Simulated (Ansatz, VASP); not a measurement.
**Ru in VASP and in Ansatz**

File INCAR:

```
PREC = Accurate
ENCUT = 520
EDIFF = 1E-7
ISMEAR = 1
SIGMA = 0.6
LREAL = False
LASPH = True
NELM = 80
ALGO = Normal
ISIF = 2
LWAVE = False
LCHARG = False
GGA = PE
NBANDS = 21
```

KPOINTS

```
Automatic mesh
0
Gamma
  13 13 7
```

The input POSCAR:

```
Ru
1.0
    2.7235595794      0.0000000000      0.0000000000
   -1.3617797897      2.3586717845      0.0000000000
    0.0000000000      0.0000000000      4.2890849607
Ru
2
Direct
    0.3333333333      0.6666666667      0.2500000000
    0.6666666667      0.3333333333      0.7500000000
```

Input for Ansatz:

```yaml
crystal:
  lattice:
    - [2.7235595794, 0.0, 0.0]
    - [-1.3617797897, 2.3586717845, 0.0]
    - [0.0, 0.0, 4.2890849607]
  atoms:
    - { symbol: Ru, position: [0.3333333333, 0.6666666667, 0.25] }
    - { symbol: Ru, position: [0.6666666667, 0.3333333333, 0.75] }
hamiltonian:
  xc: pbe
  pseudopotentials:
    kind: paw
    azcp:
      Ru: "pseudopotentials/Ru.paw.azcp"
basis:
  ecutwfc: 420
  fft_grid_basis: typed
kpoints:
  mp_grid: { grid: [13, 13, 7], shift: [0, 0, 0] }
magnetization:
  spin_polarized: false
scf:
  occupations: { method: cold, width: 0.6 }
  lower_state_search: "off"
output:
  stress: true
  write_density: true
  write_potential: true
  elf: true
  volumetric_format: npy
```

Alike in both runs: task single point; functional PBE; k mesh 13 × 13 × 7; no spin polarisation.

|  | VASP | Ansatz |
| --- | --- | --- |
| version | VASP 6.6.1 | Ansatz 0.2.0 |
| potentials or method | VASP PAW PBE potentials, release 64 (Ru_pv), cutoff 520 eV | plane waves (420 eV) with PAW, scalar-relativistic |
| occupations | methfessel-paxton of order 1, width 0.6 eV | cold, width 0.6 eV |
| valence electrons in the cell | 28 | 32 |

VASP gave:

```
pressure (GPa)                                                : -0.4
traceless stress, the component that is largest in VASP (GPa) : 0.33
```

**Question.** What did Ansatz give for the same quantities?

**Answer.** Pressure (GPa): -0.4; traceless stress, the component that is largest in VASP (GPa): 0.43.

VASP's potentials hold 28 valence electrons a cell and Ansatz's 32, so a difference there can come from the potentials and not from the codes.
